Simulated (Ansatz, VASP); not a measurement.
**Ag: VASP beside Ansatz**

```
Ag
1.0
     0.00000    3.16465    3.16465
     3.16465    0.00000    3.16465
     3.16465    3.16465    0.00000
Ag
2
Cartesian
  0.7912 0.7912 0.7912
  5.5381 5.5381 5.5381
```

Alike in both runs: task single point; functional r2SCAN; k mesh 10 × 10 × 10; occupations fermi-dirac, width 0.1 eV; no spin polarisation.

|  | VASP | Ansatz |
| --- | --- | --- |
| version | VASP 6.6.1 | Ansatz 0.2.0 |
| potentials or method | VASP PAW PBE potentials, release 64 (Ag), cutoff 520 eV | plane waves (500 eV) with PAW, scalar-relativistic |
| valence electrons in the cell | 22 | 38 |

|  | VASP | Ansatz | Ansatz less VASP |
| --- | --- | --- | --- |
| pressure (GPa) | -3.2 | -3.2 | 0.00 |

VASP's potentials were made for PBE, not for r2SCAN. VASP's potentials hold 22 valence electrons a cell and Ansatz's 38, so a difference there can come from the potentials and not from the codes.
